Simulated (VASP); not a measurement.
# In (Fd-3m) in VASP: notebook, part 2 of 2

VASP 6.6.1.

### 4 Single point, LDA (30.37 Å³/atom)

This run uses another cell than the first one, of 30.37 Å³/atom.

File INCAR:

```
ALGO = Normal ; EDIFF = 1E-7
ENCUT = 520 ; GGA = CA
ISIF = 2 ; ISMEAR = -1
LASPH = True ; LCHARG = True
LELF = True ; LREAL = False
LVHAR = True ; LWAVE = False
NBANDS = 20 ; NELM = 80
PREC = Accurate ; SIGMA = 0.05
```

File KPOINTS:

```
k-points
0
Gamma
  12 12 12
```

File POSCAR:

```
In
1.0
    0.0000000000      3.1198043634      3.1198043634
    3.1198043634      0.0000000000      3.1198043634
    3.1198043634      3.1198043634      0.0000000000
In
2
Direct
   -0.1250000000     -0.1250000000     -0.1250000000
    0.1250000000      0.1250000000      0.1250000000
```

Potentials or basis: VASP PAW LDA potentials, release 64 (In_d).

Started as:

```sh
cat potpaw_LDA.64/In_d/POTCAR > POTCAR
mpirun -np 1 vasp_std > vasp.out
```

OUTCAR:

```text
EDIFF = 1E-7
   ENCUT = 520
   GGA = CA
   ISIF = 2
   ISMEAR = -1
   LASPH = True
   LREAL = False
   NELM = 80
   PREC = Accurate

 ion  position               nearest neighbor table
   1  0.875  0.875  0.875-   2 2.70   2 2.70   2 2.70   2 2.70
   2  0.125  0.125  0.125-   1 2.70   1 2.70   1 2.70   1 2.70

  LATTYP: Found a face centered cubic cell.
 ALAT       =     6.2396087268

  Lattice vectors:

 A1 = (   0.0000000000,   3.1198043634,   3.1198043634)
 A2 = (   3.1198043634,   0.0000000000,   3.1198043634)
 A3 = (   3.1198043634,   3.1198043634,   0.0000000000)

Analysis of symmetry for initial positions (statically):
=====================================================================
 Subroutine PRICEL returns:
 Original cell was already a primitive cell.

 Routine SETGRP: Setting up the symmetry group for a
 face centered cubic supercell.

 Subroutine GETGRP returns: Found 48 space group operations
 (whereof 12 operations were pure point group operations)
 out of a pool of 48 trial point group operations.

The static configuration has the point symmetry D_3d.
 The point group associated with its full space group is O_h .

Analysis of symmetry for dynamics (positions and initial velocities):
=====================================================================
 Subroutine PRICEL returns:
 Original cell was already a primitive cell.

 Routine SETGRP: Setting up the symmetry group for a
 face centered cubic supercell.

 Subroutine GETGRP returns: Found 48 space group operations
 (whereof 12 operations were pure point group operations)
 out of a pool of 48 trial point group operations.

The dynamic configuration has the point symmetry D_3d.
 The point group associated with its full space group is O_h .

 Subroutine INISYM returns: Found 48 space group operations
[... 103 lines left out ...]
   ISIF   =      2    stress and relaxation
   ISYM   =      2    0-nonsym 1-usesym 2-fastsym
   POTIM  = 0.5000    time-step for ionic-motion
   TEBEG  =    0.0;   TEEND  =   0.0 temperature during run
   PSTRESS=    0.0 pullay stress
   NELECT =      26.0000    total number of electrons
   NUPDOWN=      -1.0000    fix difference up-down
   EMIN   =  10.00;   EMAX   =-10.00  energy-range for DOS
   EFERMI =   0.00;   METHOD = LEGACY
   ISMEAR =    -1;   SIGMA  =   0.05  broadening in eV -4-tet -1-fermi 0-gaus
   EFERMI_NEDOS =   21; number of points for ismear=-14 and -15
   IALGO  =     38    algorithm
   IMIX   =      4    mixing-type and parameters
     AMIX     =   0.40;   BMIX     =  1.00
     AMIX_MAG =   1.60;   BMIX_MAG =  1.00
  volume/ion in A,a.u.               =      30.37       204.92
  Fermi-wavevector in a.u.,A,eV,Ry     =   1.233849  2.331636 20.713274  1.522383
  Thomas-Fermi vector in A             =   2.368563
   LORBIT       =      0    0 simple, 1 ext, 2 COOP (PROOUT), +10 PAW based schemes
   GGA     = CA    functional components
   LHFCALC =     F    Hartree Fock is set to
   AEXX    =    0.0000 exact exchange contribution
   IVDW    =     0    specifies the selected vdW correction
   LEPSILON=     F    determine dielectric tensor
   LRPA    =     F    only Hartree local field effects (RPA)
 non-spin polarized calculation
  energy-cutoff  :      520.00
  volume of cell :       60.73
 maximum number of plane-waves:      1660
 NGX is ok and might be reduce to    36
   NGX = 17   NGY = 17   NGZ = 17

 number of electron      25.9999998 magnetization

 Free energy of the ion-electron system (eV)
  ---------------------------------------------------
  ext. energy  EPLUGINS =         0.00000000
  ---------------------------------------------------
  free energy    TOTEN  =        -5.59592531 eV

  energy without entropy =       -5.58472806  energy(sigma->0) =       -5.59032668

 E-fermi :   5.1488     XC(G=0):  -9.5553

 val. band max:        5.1369119707   @ k =   0.4167   0.1667   0.0000
 cond. band min:       5.1670459013   @ k =  -0.1667   0.1667   0.0000
 fundamental gap:      0.0301339306
 Fermi energy:         5.1487916957

 k-point     1 :       0.0000    0.0000    0.0000
  band No.  band energies     occupation
      1      -9.6508      2.00000
      2      -9.6508      2.00000
      3      -9.6508      2.00000
      4      -9.5582      2.00000
      5      -9.5582      2.00000
      6      -8.9014      2.00000
[... 541 lines left out ...]
     19      14.8528      0.00000
     20      15.3557      0.00000

 [... further k-points ...]
[... 5 lines left out ...]
  --------------------------------------------------------------------------------------
  -------------------------------------------------------------------------------------
  Total        1.7446168      1.7446168      1.7446168      0.0000000      0.0000000     -0.0000000
  in kB       46.0255054     46.0255054     46.0255054      0.0000000      0.0000000     -0.0000000
  external PRESSURE =      46.0255054 kB  Pullay stress =       0.0000000 kB

 VOLUME and BASIS-vectors are now :
 -----------------------------------------------------------------------------
  energy-cutoff  :      520.00
  volume of cell :       60.73
      direct lattice vectors                 reciprocal lattice vectors
     0.000000000  3.119804363  3.119804363    -0.160266460  0.160266460  0.160266460
     3.119804363  0.000000000  3.119804363     0.160266460 -0.160266460  0.160266460
     3.119804363  3.119804363  0.000000000     0.160266460  0.160266460 -0.160266460

 POSITION                                       TOTAL-FORCE (eV/Angst)
 -----------------------------------------------------------------------------------
      5.45966      5.45966      5.45966        -0.000000     -0.000000     -0.000000
      0.77995      0.77995      0.77995         0.000000      0.000000      0.000000
 -----------------------------------------------------------------------------------
    total drift:                                0.000000      0.000000      0.000000

  FREE ENERGIE OF THE ION-ELECTRON SYSTEM (eV)
  ---------------------------------------------------
  free  energy   TOTEN  =        -5.5959253060 eV

  energy  without entropy=       -5.5847280595  energy(sigma->0) =       -5.59032668
```

OSZICAR:

```text
N       E                     dE             d eps       ncg     rms          rms(c)
DAV:   1     0.214114618579E+03    0.21411E+03   -0.13037E+04  2880   0.174E+03
DAV:   2     0.119095065427E+02   -0.20221E+03   -0.19838E+03  2896   0.377E+02
DAV:   3    -0.510741442956E+01   -0.17017E+02   -0.16921E+02  3336   0.125E+02
DAV:   4    -0.565920778486E+01   -0.55179E+00   -0.55152E+00  3448   0.253E+01
DAV:   5    -0.568887573185E+01   -0.29668E-01   -0.29666E-01  4424   0.494E+00    0.510E+00
DAV:   6    -0.561737719092E+01    0.71499E-01   -0.10270E-01  4000   0.559E+00    0.222E+00
DAV:   7    -0.559793312152E+01    0.19444E-01   -0.28091E-02  3992   0.256E+00    0.459E-01
DAV:   8    -0.559590910561E+01    0.20240E-02   -0.28366E-03  4024   0.606E-01    0.478E-02
DAV:   9    -0.559592300594E+01   -0.13900E-04   -0.68434E-05  4100   0.826E-02    0.300E-02
DAV:  10    -0.559592536774E+01   -0.23618E-05   -0.50538E-06  4168   0.229E-02    0.236E-03
DAV:  11    -0.559592530600E+01    0.61744E-07   -0.13519E-07  2824   0.308E-03
   1 F= -.55959253E+01 E0= -.55903267E+01  d E =-.111972E-01
```

stdout:

```text
POSCAR found type information on POSCAR In
 POSCAR found :  1 types and       2 ions
 scaLAPACK will be used
 LDA part: xc-table for (Slater(with rela. corr.)+CA(PZ))
 , standard interpolation
 POSCAR, INCAR and KPOINTS ok, starting setup
 FFT: planning ... GRIDC
 FFT: planning ... GRID_SOFT
 FFT: planning ... GRID
 WAVECAR not read
 entering main loop
```

It took 84 s on 1 thread of Intel Xeon 8259CL, shared host; peak memory 0.21 GiB.

Results:

- Free energy: -5.5959 eV
- Pressure: 4.6 GPa
- Band gap on the k mesh: zero (bands 13 and 14 overlap by 4.39 eV)

Levels at points of the mesh, in eV from the Fermi level:
```csv
k point,band 11,band 12,band 13,band 14,band 15,band 16
"(0.00, 0.00, 0.00)",-8.91,2.95,2.95,2.95,3.87,4.57
"(0.50, 0.00, 0.00)",-6.72,-4.39,1.29,1.29,3.17,5.54
"(0.50, 0.50, 0.00)",-5.11,-5.11,-0.56,-0.56,2.78,2.78
```

Caveat: the cell stands under pressure; spin-orbit coupling is left out, which moves the levels of the heavy elements.

### 5 Single point, LDA

This run uses another cell than the first one, of 33.74 Å³/atom.

File INCAR:

```
SYSTEM = In
  PREC = Accurate
  ENCUT = 520
  EDIFF = 1E-6
  ISMEAR = -1
  SIGMA = 0.05
  LREAL = .FALSE.
  LASPH = .TRUE.
  NELM = 100
  ALGO = Normal
  ISIF = 2
  LWAVE = .FALSE.
  LCHARG = .FALSE.
  GGA = CA
  NBANDS = 20
```

File KPOINTS:

```
regular mesh
0
G
  12 12 12
  0 0 0
```

File POSCAR:

```
In
1.0
    0.0000000000      3.2313191767      3.2313191767
    3.2313191767      0.0000000000      3.2313191767
    3.2313191767      3.2313191767      0.0000000000
In
2
Direct
   -0.1250000000     -0.1250000000     -0.1250000000
    0.1250000000      0.1250000000      0.1250000000
```

Started as:

```sh
cat potpaw_LDA.64/In_d/POTCAR > POTCAR
mpirun -np 1 vasp_std > vasp.out
```

Wall time 84 s (1 thread of Intel Xeon 8259CL, shared host); peak memory 0.22 GiB.

The run converged. Its results:

```yaml
Free_energy: -5.6861 eV
Pressure: 0.0 GPa
Band_gap_on_the_k_mesh: zero (bands 13 and 14 overlap by 3.84 eV)
```

Levels at points of the mesh, in eV from the Fermi level:
```
           k point  band 9  band 10  band 11  band 12  band 13  band 14  band 15  band 16  band 17  band 18
(0.00, 0.00, 0.00)  -13.96   -13.96    -8.38     2.60     2.60     2.60     2.88     4.26     4.26     4.26
(0.50, 0.00, 0.00)  -13.92   -13.92    -6.47    -4.11     1.15     1.15     2.59     5.21     5.21     6.67
(0.50, 0.50, 0.00)  -13.88   -13.88    -4.96    -4.96    -0.47    -0.47     2.62     2.62    10.37    10.37
```

Caveat: spin-orbit coupling is left out, which moves the levels of the heavy elements.

### 6 Single point, LDA (33.74 Å³/atom)

This run uses another cell than the first one, of 33.74 Å³/atom.

File INCAR:

```
PREC     = Accurate       # precision mode
ENCUT    = 520            # plane-wave cutoff, eV
EDIFF    = 1E-7           # SCF threshold, eV
ISMEAR   = -1             # smearing method
SIGMA    = 0.05           # smearing width, eV
LREAL    = F              # projectors in reciprocal space
LASPH    = T              # aspherical terms in the spheres
NELM     = 80             # most SCF steps
ALGO     = Normal         # electronic algorithm
ISIF     = 2              # what is computed and relaxed
LWAVE    = F              # write WAVECAR
LCHARG   = F              # write CHGCAR
GGA      = CA             # functional
NBANDS   = 20             # bands
```

File KPOINTS:

```
Automatic mesh
0
Gamma
  12 12 12
```

POSCAR is that of step 5.

Potentials or basis: VASP PAW LDA potentials, release 64 (In_d).

Started as:

```sh
cat potpaw_LDA.64/In_d/POTCAR > POTCAR
mpirun -np 1 vasp_std > vasp.out
```

OUTCAR:

```text
PREC = Accurate
   ENCUT = 520
   EDIFF = 1E-7
   ISMEAR = -1
   LREAL = F
   LASPH = T
   NELM = 80
   ISIF = 2
   GGA = CA

 ion  position               nearest neighbor table
   1  0.875  0.875  0.875-   2 2.80   2 2.80   2 2.80   2 2.80
   2  0.125  0.125  0.125-   1 2.80   1 2.80   1 2.80   1 2.80

  LATTYP: Found a face centered cubic cell.
 ALAT       =     6.4626383534

  Lattice vectors:

 A1 = (   0.0000000000,   3.2313191767,   3.2313191767)
 A2 = (   3.2313191767,   0.0000000000,   3.2313191767)
 A3 = (   3.2313191767,   3.2313191767,   0.0000000000)

Analysis of symmetry for initial positions (statically):
=====================================================================
 Subroutine PRICEL returns:
 Original cell was already a primitive cell.

 Routine SETGRP: Setting up the symmetry group for a
 face centered cubic supercell.

 Subroutine GETGRP returns: Found 48 space group operations
 (whereof 12 operations were pure point group operations)
 out of a pool of 48 trial point group operations.

The static configuration has the point symmetry D_3d.
 The point group associated with its full space group is O_h .

Analysis of symmetry for dynamics (positions and initial velocities):
=====================================================================
 Subroutine PRICEL returns:
 Original cell was already a primitive cell.

 Routine SETGRP: Setting up the symmetry group for a
 face centered cubic supercell.

 Subroutine GETGRP returns: Found 48 space group operations
 (whereof 12 operations were pure point group operations)
 out of a pool of 48 trial point group operations.

The dynamic configuration has the point symmetry D_3d.
[... 105 lines left out ...]
   NFREE  =      0    steps in history (QN), initial steepest desc. (CG)
   ISIF   =      2    stress and relaxation
   ISYM   =      2    0-nonsym 1-usesym 2-fastsym
   POTIM  = 0.5000    time-step for ionic-motion
   TEBEG  =    0.0;   TEEND  =   0.0 temperature during run
   PSTRESS=    0.0 pullay stress
   NELECT =      26.0000    total number of electrons
   NUPDOWN=      -1.0000    fix difference up-down
   EMIN   =  10.00;   EMAX   =-10.00  energy-range for DOS
   EFERMI =   0.00;   METHOD = LEGACY
   ISMEAR =    -1;   SIGMA  =   0.05  broadening in eV -4-tet -1-fermi 0-gaus
   EFERMI_NEDOS =   21; number of points for ismear=-14 and -15
   IALGO  =     38    algorithm
   IMIX   =      4    mixing-type and parameters
     AMIX     =   0.40;   BMIX     =  1.00
     AMIX_MAG =   1.60;   BMIX_MAG =  1.00
  volume/ion in A,a.u.               =      33.74       227.69
  Fermi-wavevector in a.u.,A,eV,Ry     =   1.191268  2.251170 19.308288  1.419119
  Thomas-Fermi vector in A             =   2.327333
   LORBIT       =      0    0 simple, 1 ext, 2 COOP (PROOUT), +10 PAW based schemes
   GGA     = CA    functional components
   LHFCALC =     F    Hartree Fock is set to
   AEXX    =    0.0000 exact exchange contribution
   IVDW    =     0    specifies the selected vdW correction
   LEPSILON=     F    determine dielectric tensor
   LRPA    =     F    only Hartree local field effects (RPA)
 non-spin polarized calculation
  energy-cutoff  :      520.00
  volume of cell :       67.48
 maximum number of plane-waves:      1853
 NGX is ok and might be reduce to    36
   NGX = 17   NGY = 17   NGZ = 17

 number of electron      25.9999988 magnetization

 Free energy of the ion-electron system (eV)
  ---------------------------------------------------
  ext. energy  EPLUGINS =         0.00000000
  ---------------------------------------------------
  free energy    TOTEN  =        -5.68613750 eV

  energy without entropy =       -5.67456223  energy(sigma->0) =       -5.68034986

 E-fermi :   4.2166     XC(G=0):  -9.0928

 val. band max:        4.2143396618   @ k =  -0.3333   0.3333   0.0833
 cond. band min:       4.2249640803   @ k =   0.4167   0.3333   0.0833
 fundamental gap:      0.0106244185
 Fermi energy:         4.2165935002

 k-point     1 :       0.0000    0.0000    0.0000
  band No.  band energies     occupation
      1     -10.4153      2.00000
      2     -10.4153      2.00000
      3     -10.4153      2.00000
      4     -10.3364      2.00000
      5     -10.3364      2.00000
      6      -9.8184      2.00000
[... 541 lines left out ...]
     19      13.3017      0.00000
     20      13.8368      0.00000

 [... further k-points ...]
[... 5 lines left out ...]
  --------------------------------------------------------------------------------------
  -------------------------------------------------------------------------------------
  Total        0.0106408      0.0106408      0.0106408      0.0000000      0.0000000      0.0000000
  in kB        0.2526475      0.2526475      0.2526475      0.0000000      0.0000000      0.0000000
  external PRESSURE =       0.2526475 kB  Pullay stress =       0.0000000 kB

 VOLUME and BASIS-vectors are now :
 -----------------------------------------------------------------------------
  energy-cutoff  :      520.00
  volume of cell :       67.48
      direct lattice vectors                 reciprocal lattice vectors
     0.000000000  3.231319177  3.231319177    -0.154735565  0.154735565  0.154735565
     3.231319177  0.000000000  3.231319177     0.154735565 -0.154735565  0.154735565
     3.231319177  3.231319177  0.000000000     0.154735565  0.154735565 -0.154735565

 POSITION                                       TOTAL-FORCE (eV/Angst)
 -----------------------------------------------------------------------------------
      5.65481      5.65481      5.65481         0.000000      0.000000     -0.000000
      0.80783      0.80783      0.80783        -0.000000     -0.000000      0.000000
 -----------------------------------------------------------------------------------
    total drift:                                0.000000      0.000000      0.000000

  FREE ENERGIE OF THE ION-ELECTRON SYSTEM (eV)
  ---------------------------------------------------
  free  energy   TOTEN  =        -5.6861374999 eV

  energy  without entropy=       -5.6745622284  energy(sigma->0) =       -5.68034986
```

OSZICAR:

```text
N       E                     dE             d eps       ncg     rms          rms(c)
DAV:   1     0.213413073853E+03    0.21341E+03   -0.12970E+04  2888   0.166E+03
DAV:   2     0.114246840473E+02   -0.20199E+03   -0.19864E+03  2884   0.371E+02
DAV:   3    -0.517625764383E+01   -0.16601E+02   -0.16514E+02  3356   0.123E+02
DAV:   4    -0.572336743849E+01   -0.54711E+00   -0.54679E+00  3388   0.255E+01
DAV:   5    -0.575521794735E+01   -0.31851E-01   -0.31849E-01  4388   0.519E+00    0.426E+00
DAV:   6    -0.570100388553E+01    0.54214E-01   -0.89584E-02  4004   0.494E+00    0.185E+00
DAV:   7    -0.568753176314E+01    0.13472E-01   -0.23124E-02  3980   0.223E+00    0.412E-01
DAV:   8    -0.568611993917E+01    0.14118E-02   -0.21218E-03  3924   0.518E-01    0.452E-02
DAV:   9    -0.568613313411E+01   -0.13195E-04   -0.42784E-05  3888   0.537E-02    0.270E-02
DAV:  10    -0.568613751532E+01   -0.43812E-05   -0.51134E-06  3548   0.262E-02    0.431E-03
DAV:  11    -0.568613749993E+01    0.15384E-07   -0.18586E-07  3068   0.432E-03
   1 F= -.56861375E+01 E0= -.56803499E+01  d E =-.115753E-01
```

It took 83 s on 1 thread of Intel Xeon 8259CL, shared host; peak memory 0.22 GiB.

Results:

```yaml
Free_energy: -5.6861 eV
Pressure: 0.0 GPa
Band_gap_on_the_k_mesh: zero (bands 13 and 14 overlap by 3.84 eV)
```

Levels at points of the mesh, in eV from the Fermi level:
```csv
k point,band 9,band 10,band 11,band 12,band 13,band 14,band 15,band 16,band 17,band 18
"(0.00, 0.00, 0.00)",-13.96,-13.96,-8.38,2.60,2.60,2.60,2.88,4.26,4.26,4.26
"(0.50, 0.00, 0.00)",-13.92,-13.92,-6.47,-4.11,1.15,1.15,2.59,5.21,5.21,6.67
"(0.50, 0.50, 0.00)",-13.88,-13.88,-4.96,-4.96,-0.47,-0.47,2.62,2.62,10.37,10.37
```

Caveat: spin-orbit coupling is left out, which moves the levels of the heavy elements.

### 7 The runs side by side

```csv
cell,gap on the mesh (eV),pressure (GPa)
"a = 4.242 Å, angles 60.0°, 2 atoms",none,13.0
"a = 4.412 Å, angles 60.0°, 2 atoms",none,4.6
"a = 4.570 Å, angles 60.0°, 2 atoms",none,0.0
```

Alike in all rows: task single point; level LDA; potentials or basis VASP PAW LDA potentials, release 64 (In_d); no spin polarisation; k mesh 12 × 12 × 12; cutoff (eV) 520; smearing fermi-dirac 0.05 eV.

Caveats: spin-orbit coupling is left out, which moves the levels of the heavy elements; the cell stands under pressure (at least some runs).

Absolute energies hang on the potentials; compare differences alone.
